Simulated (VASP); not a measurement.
Set up this calculation in VASP 6.6.1, as the native input.

| Item | Value |
| --- | --- |
| Task | single point |
| Functional | r2SCAN |
| Potentials or basis | VASP PAW PBE potentials, release 64 (Sn_d) |
| Cutoff | 520 eV |
| k mesh | 6 × 6 × 6 |
| Occupations | methfessel-paxton, width 0.02 eV |
| Spin | no spin polarisation |
| Dipole correction | no |
| Further INCAR settings | ALGO = Normal; EDIFF = 1e-07; NBANDS = 21 |

Crystal: Sn.

```
Sn
1.0
     0.00000    3.28402    3.28402
     3.28402    0.00000    3.28402
     3.28402    3.28402    0.00000
Sn
2
Direct
  0.00000 0.00000 0.00000
  0.25000 0.25000 0.25000
```

This isn't the form of Sn at room conditions, which is tetragonal (white tin).

One way to write it, as run:

POSCAR

```
Sn
1.0
    0.0000000000      3.2840245319      3.2840245319
    3.2840245319      0.0000000000      3.2840245319
    3.2840245319      3.2840245319      0.0000000000
Sn
2
Direct
    0.0000000000      0.0000000000      0.0000000000
    0.2500000000      0.2500000000      0.2500000000
```

INCAR.step1

```
ALGO     = Normal         # electronic algorithm
EDIFF    = 1E-4           # SCF threshold, eV
ENCUT    = 520            # plane-wave cutoff, eV
GGA      = PE             # functional
ISMEAR   = 1              # smearing method
LASPH    = True           # aspherical terms in the spheres
LCHARG   = False          # write CHGCAR
LREAL    = False          # projectors in reciprocal space
LWAVE    = True           # write WAVECAR
NBANDS   = 21             # bands
NELM     = 60             # most SCF steps
PREC     = Accurate       # precision mode
SIGMA    = 0.02           # smearing width, eV
```

INCAR.step2

```
ALGO     = Normal         # electronic algorithm
EDIFF    = 1E-7           # SCF threshold, eV
ENCUT    = 520            # plane-wave cutoff, eV
ISIF     = 2              # what is computed and relaxed
ISMEAR   = 1              # smearing method
ISTART   = 1            
LASPH    = True           # aspherical terms in the spheres
LCHARG   = True           # write CHGCAR
LELF     = True           # ELF
LMIXTAU  = True         
LREAL    = False          # projectors in reciprocal space
LVHAR    = True         
LWAVE    = False          # write WAVECAR
METAGGA  = R2SCAN         # meta-GGA
NBANDS   = 21             # bands
NELM     = 60             # most SCF steps
PREC     = Accurate       # precision mode
SIGMA    = 0.02           # smearing width, eV
```

KPOINTS

```
k-points
0
Gamma
  6 6 6
```

Potentials or basis: VASP PAW PBE potentials, release 64 (Sn_d).

Run with:

```console
$ cat potpaw_PBE.64/Sn_d/POTCAR > POTCAR
$ cp INCAR.step1 INCAR
$ mpirun -np 1 vasp_std > vasp.out
$ cp INCAR.step2 INCAR
$ mpirun -np 1 vasp_std > vasp.out
```

Results of the run:

```json
{
  "Pressure": "0.0 GPa",
  "Band gap on the k mesh": "zero (filled and empty bands touch)"
}
```

Caveat: the PAW data sets were made with another functional, which shifts forces and pressure a little; spin-orbit coupling is left out, which moves the levels of the heavy elements.

Wall time 2.6 min on 1 thread of Oxide Virtual Turin-like Processor (shared host), peak memory 0.18 GiB.
